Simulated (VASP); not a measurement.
# MnSnO4 (P4/mmm) in VASP: single point with PBE+D3(BJ)

Aim: the single point of MnSnO4 with PBE+D3(BJ).

Everything below comes from runs of VASP 6.6.1. Logs are shortened: lines on timing, memory, paths and dates and some standing lists are left out, and cuts for length are marked.

## Step 1: The cell of the first run

The structure is tetragonal, space group P4/mmm (No. 123). The conventional cell has a = 3.775 Å, b = 3.775 Å, c = 7.736 Å, α = 90.00°, β = 90.00°, γ = 90.00°. Within 2.5 Å of Mn (site symmetry 4/mmm) lie 4 O at 1.89 Å. Sn (site symmetry 4/mmm) has 4 O at 1.89 Å within 2.5 Å. O (site symmetry mmm) has 2 Sn at 1.89 Å within 2.5 Å. Within 2.5 Å of O (site symmetry mmm) lie 2 Mn at 1.89 Å.

## Step 2: Single point, PBE+D3(BJ), collinear spin, ferromagnetic start

The input, INCAR:

```
SYSTEM = MnSnO4
ALGO = Normal
EDIFF = 1E-7
ENCUT = 520
GGA = PE
ISIF = 2
ISMEAR = 0
ISPIN = 2
IVDW = 12
LASPH = .TRUE.
LCHARG = .TRUE.
LELF = .TRUE.
LMAXMIX = 4
LORBIT = 11
LREAL = .FALSE.
LVHAR = .TRUE.
LWAVE = .FALSE.
MAGMOM = 4 0 0 0 0 0
NBANDS = 38
NELM = 150
PREC = Accurate
SIGMA = 0.1
```

The input, KPOINTS:

```
k-points
0
G
  4 4 2
  0 0 0
```

The input, POSCAR:

```
MnSnO4
1.0
    3.7754073410      0.0000000000      0.0000000000
    0.0000000000      3.7754073410      0.0000000000
    0.0000000000      0.0000000000      7.7364151256
Mn Sn O
1 1 4
Direct
    0.0000000000      0.0000000000      0.5000000000
    0.0000000000      0.0000000000      0.0000000000
    0.0000000000      0.5000000000      0.0000000000
    0.5000000000      0.0000000000      0.0000000000
    0.0000000000      0.5000000000      0.5000000000
    0.5000000000      0.0000000000      0.5000000000
```

Potentials or basis: VASP PAW PBE potentials, release 64 (Mn_pv, Sn_d, O).

On the command line:

```console
$ cat potpaw_PBE.64/Mn_pv/POTCAR potpaw_PBE.64/Sn_d/POTCAR potpaw_PBE.64/O/POTCAR > POTCAR
$ mpirun -np 1 vasp_std > vasp.out
```

OUTCAR:

```text
SYSTEM = MnSnO4
   EDIFF = 1E-7
   ENCUT = 520
   GGA = PE
   ISIF = 2
   ISMEAR = 0
   ISPIN = 2
   IVDW = 12
   LASPH = .TRUE.
   LORBIT = 11
   LREAL = .FALSE.
   NELM = 150
   PREC = Accurate
 IVDW          = 12

 ion  position               nearest neighbor table
   1  0.000  0.000  0.500-   5 1.89   6 1.89   5 1.89   6 1.89
   2  0.000  0.000  0.000-   3 1.89   4 1.89   3 1.89   4 1.89
   3  0.000  0.500  0.000-   2 1.89   2 1.89
   4  0.500  0.000  0.000-   2 1.89   2 1.89
   5  0.000  0.500  0.500-   1 1.89   1 1.89
   6  0.500  0.000  0.500-   1 1.89   1 1.89

  LATTYP: Found a simple tetragonal cell.
 ALAT       =     3.7754073410
 C/A-ratio  =     2.0491603758

  Lattice vectors:

 A1 = (   3.7754073410,   0.0000000000,   0.0000000000)
 A2 = (   0.0000000000,   3.7754073410,   0.0000000000)
 A3 = (   0.0000000000,   0.0000000000,   7.7364151256)

Analysis of symmetry for initial positions (statically):
=====================================================================
 Subroutine PRICEL returns:
 Original cell was already a primitive cell.

 Routine SETGRP: Setting up the symmetry group for a
 simple tetragonal supercell.

 Subroutine GETGRP returns: Found 16 space group operations
 (whereof 16 operations were pure point group operations)
 out of a pool of 16 trial point group operations.

The static configuration has the point symmetry D_4h.

Analysis of symmetry for dynamics (positions and initial velocities):
=====================================================================
 Subroutine PRICEL returns:
 Original cell was already a primitive cell.

 Routine SETGRP: Setting up the symmetry group for a
 simple tetragonal supercell.

 Subroutine GETGRP returns: Found 16 space group operations
 (whereof 16 operations were pure point group operations)
 out of a pool of 16 trial point group operations.

The dynamic configuration has the point symmetry D_4h.

Analysis of structural, dynamic, and magnetic symmetry:
=====================================================================
 Subroutine PRICEL returns:
 Original cell was already a primitive cell.

 Routine SETGRP: Setting up the symmetry group for a
 simple tetragonal supercell.

 Subroutine GETGRP returns: Found 16 space group operations
 (whereof 16 operations were pure point group operations)
 out of a pool of 16 trial point group operations.

The overall configuration has the point symmetry D_4h.

 Subroutine INISYM returns: Found 16 space group operations
 (whereof 16 operations are pure point group operations),
 and found     1 'primitive' translations

----------------------------------------------------------------------------------------

                                     Primitive cell

  volume of cell :     110.2725

  direct lattice vectors                    reciprocal lattice vectors
     3.775407341  0.000000000  0.000000000     0.264872081  0.000000000  0.000000000
     0.000000000  3.775407341  0.000000000     0.000000000  0.264872081  0.000000000
     0.000000000  0.000000000  7.736415126     0.000000000  0.000000000  0.129258834

  length of vectors
     3.775407341  3.775407341  7.736415126     0.264872081  0.264872081  0.129258834

  position of ions in fractional coordinates (direct lattice)
     0.000000000  0.000000000  0.500000000
     0.000000000  0.000000000  0.000000000
     0.000000000  0.500000000  0.000000000
     0.500000000  0.000000000  0.000000000
     0.000000000  0.500000000  0.500000000
     0.500000000  0.000000000  0.500000000

  ion indices of the primitive-cell ions
   primitive index   ion index
                 1           1
                 2           2
                 3           3
                 4           4
                 5           5
                 6           6

----------------------------------------------------------------------------------------

 KPOINTS: k-points

Automatic generation of k-mesh.
[... 27 lines left out ...]
  0.500000  0.250000  0.000000      4.000000
  0.500000  0.500000  0.000000      1.000000
  0.000000  0.000000  0.500000      1.000000
  0.250000  0.000000  0.500000      4.000000
  0.500000  0.000000  0.500000      2.000000
  0.250000  0.250000  0.500000      4.000000
  0.500000  0.250000  0.500000      4.000000
  0.500000  0.500000  0.500000      1.000000
   k-points           NKPTS =     12   k-points in BZ     NKDIM =     12   number of bands    NBANDS=     38
   number of dos      NEDOS =    301   number of ions     NIONS =      6
   total plane-waves  NPLWV =  47040
   dimension x,y,z NGX =    28 NGY =   28 NGZ =   60
   dimension x,y,z NGXF=    56 NGYF=   56 NGZF=  120
   ions per type =               1   1   4
   NGX,Y,Z   is equivalent  to a cutoff of  12.33, 12.33, 12.89 a.u.
   NGXF,Y,Z  is equivalent  to a cutoff of  24.66, 24.66, 25.79 a.u.
 SYSTEM =  MnSnO4
   PREC   = accura    normal or accurate (medium, high low for compatibility)
   ISTART =      0    job   : 0-new  1-cont  2-samecut
   ICHARG =      2    charge: 1-file 2-atom 10-const
   ISPIN  =      2    spin polarized calculation?
   LNONCOLLINEAR =      F non collinear calculations
   LSORBIT =      F    spin-orbit coupling
   LASPH  =      T    aspherical Exc in radial PAW
   ENCUT  =  520.0 eV  38.22 Ry    6.18 a.u.   7.02  7.02 14.38*2*pi/ulx,y,z
   NELM   =    150;   NELMIN=  2; NELMDL= -5     # of ELM steps
   EDIFF  = 0.1E-06   stopping-criterion for ELM
   LREAL  =      F    real-space projection
   EDIFFG = 0.1E-05   stopping-criterion for IOM
   NSW    =      0    number of steps for IOM
   IBRION =     -1    ionic relax: 0-MD 1-quasi-New 2-CG
   NFREE  =      0    steps in history (QN), initial steepest desc. (CG)
   ISIF   =      2    stress and relaxation
   ISYM   =      2    0-nonsym 1-usesym 2-fastsym
   POTIM  = 0.5000    time-step for ionic-motion
   TEBEG  =    0.0;   TEEND  =   0.0 temperature during run
   PSTRESS=    0.0 pullay stress
   NELECT =      51.0000    total number of electrons
   NUPDOWN=      -1.0000    fix difference up-down
   EMIN   =  10.00;   EMAX   =-10.00  energy-range for DOS
   EFERMI =   0.00;   METHOD = LEGACY
   ISMEAR =     0;   SIGMA  =   0.10  broadening in eV -4-tet -1-fermi 0-gaus
   EFERMI_NEDOS =   21; number of points for ismear=-14 and -15
   IALGO  =     38    algorithm
   IMIX   =      4    mixing-type and parameters
     AMIX     =   0.40;   BMIX     =  1.00
     AMIX_MAG =   1.60;   BMIX_MAG =  1.00
  volume/ion in A,a.u.               =      18.38       124.03
  Fermi-wavevector in a.u.,A,eV,Ry     =   1.266025  2.392441 21.807695  1.602820
  Thomas-Fermi vector in A             =   2.399248
   LORBIT       =     11    0 simple, 1 ext, 2 COOP (PROOUT), +10 PAW based schemes
   GGA     = PE    functional components
   LHFCALC =     F    Hartree Fock is set to
   AEXX    =    0.0000 exact exchange contribution
   IVDW    =    12    specifies the selected vdW correction
   LEPSILON=     F    determine dielectric tensor
   LRPA    =     F    only Hartree local field effects (RPA)
 spin polarized calculation
 Gauss-broadening in eV      SIGMA  =   0.10
  energy-cutoff  :      520.00
  volume of cell :      110.27
 maximum number of plane-waves:      2996
   NGX = 15   NGY = 15   NGZ = 29

 number of electron      51.0000002 magnetization       3.1794017

 Free energy of the ion-electron system (eV)
  ---------------------------------------------------
  ext. energy  EPLUGINS =         0.00000000
  ---------------------------------------------------
  free energy    TOTEN  =       -37.19862578 eV

  energy without entropy =      -37.18440764  energy(sigma->0) =      -37.19151671

 E-fermi :   1.0857     XC(G=0):  -8.3304

 val. band max:        0.9875116666   @ k =   0.2500   0.0000   0.0000
 cond. band min:       1.1236734892   @ k =   0.5000   0.0000   0.5000
 fundamental gap:      0.1361618226
 Fermi energy:         1.0857271512

 spin component 1

 k-point     1 :       0.0000    0.0000    0.0000
  band No.  band energies     occupation
      1     -49.6603      1.00000
      2     -49.5019      1.00000
      3     -49.5019      1.00000
      4     -21.1475      1.00000
      5     -20.8246      1.00000
      6     -19.8291      1.00000
[... 469 lines left out ...]
     36      10.5104      0.00000
     37      10.6106      0.00000
 Fermi energy:         1.0857271512

 spin component 2

 k-point     1 :       0.0000    0.0000    0.0000
  band No.  band energies     occupation
      1     -46.3168      1.00000
      2     -46.3168      1.00000
      3     -45.7638      1.00000
      4     -21.1469      1.00000
      5     -20.8256      1.00000
      6     -19.8341      1.00000
[... 469 lines left out ...]
     36      10.6575      0.00000
     37      10.6575      0.00000
 [bands above 37 left out]

------------------------ aborting loop because EDIFF is reached ----------------------------------------

 Edisp (eV)   -0.76194

 E8    (eV) :    -0.2945

  FORCE on cell =-STRESS in cart. coord.  units (eV):
  Direction    XX          YY          ZZ          XY          YZ          ZX
  --------------------------------------------------------------------------------------
  -------------------------------------------------------------------------------------
  Total       0.39370     0.39370    -0.21977     0.00000    -0.00000    -0.00000
  in kB       5.72011     5.72011    -3.19310     0.00000    -0.00000    -0.00000
  external pressure =        2.75 kB  Pullay stress =        0.00 kB

 VOLUME and BASIS-vectors are now :
 -----------------------------------------------------------------------------
  energy-cutoff  :      520.00
  volume of cell :      110.27
      direct lattice vectors                 reciprocal lattice vectors
     3.775407341  0.000000000  0.000000000     0.264872081  0.000000000  0.000000000
     0.000000000  3.775407341  0.000000000     0.000000000  0.264872081  0.000000000
     0.000000000  0.000000000  7.736415126     0.000000000  0.000000000  0.129258834

 POSITION                                       TOTAL-FORCE (eV/Angst)
 -----------------------------------------------------------------------------------
      0.00000      0.00000      3.86821         0.000000      0.000000      0.000000
      0.00000      0.00000      0.00000         0.000000      0.000000      0.000000
      0.00000      1.88770      0.00000         0.000000      0.000000      0.000000
      1.88770      0.00000      0.00000         0.000000      0.000000      0.000000
      0.00000      1.88770      3.86821         0.000000      0.000000      0.000000
      1.88770      0.00000      3.86821         0.000000      0.000000      0.000000
 -----------------------------------------------------------------------------------
    total drift:                               -0.000000      0.000000      0.000000

  FREE ENERGIE OF THE ION-ELECTRON SYSTEM (eV)
  ---------------------------------------------------
  free  energy   TOTEN  =       -37.9605684371 eV

  energy  without entropy=      -37.9463503025  energy(sigma->0) =      -37.95345937

 total charge

# of ion       s       p       d       tot
------------------------------------------
    1        0.291   6.335   4.829  11.455
    2        0.950   1.221  10.442  12.613
    3        1.564   3.517   0.000   5.081
    4        1.564   3.517   0.000   5.081
    5        1.573   3.336   0.000   4.909
    6        1.573   3.336   0.000   4.909
--------------------------------------------------
tot          7.515  21.262  15.271  44.048

 magnetization (x)

# of ion       s       p       d       tot
------------------------------------------
    1        0.048   0.023   3.050   3.122
    2       -0.011  -0.001   0.000  -0.012
    3       -0.002   0.008   0.000   0.006
    4       -0.002   0.008   0.000   0.006
    5       -0.001  -0.070   0.000  -0.070
    6       -0.001  -0.070   0.000  -0.070
--------------------------------------------------
tot          0.033  -0.101   3.051   2.982
```

It took 3.7 min on 1 thread of Intel Xeon 8259CL, shared host; peak memory 0.29 GiB.

What came out:

| Property | Result |
| --- | --- |
| Free energy | -37.9606 eV |
| Pressure | 0.3 GPa |
| Net moment | 3.18 μB per cell |
| Site moments | Mn +3.12; Sn -0.01; O +0.01, -0.07 (each value once) μB |
| Valence electrons inside the program's atomic spheres | Mn 11.46; Sn 12.61; O 5.08, 4.91 (each value once) |
| Dispersion energy per atom | -0.127 eV |

Caveat: the k points lie up to 0.42 Å⁻¹ apart; spin-orbit coupling is left out, which moves the levels of the heavy elements; a cell with one magnetic atom can't hold antiferromagnetic order, which such compounds often take; semilocal functionals often make such compounds metallic where correlation or magnetic order opens a gap, which also shifts bond lengths. With open d or f shells a metallic result of PBE can be an artefact of self-interaction; +U or a hybrid may open a gap.
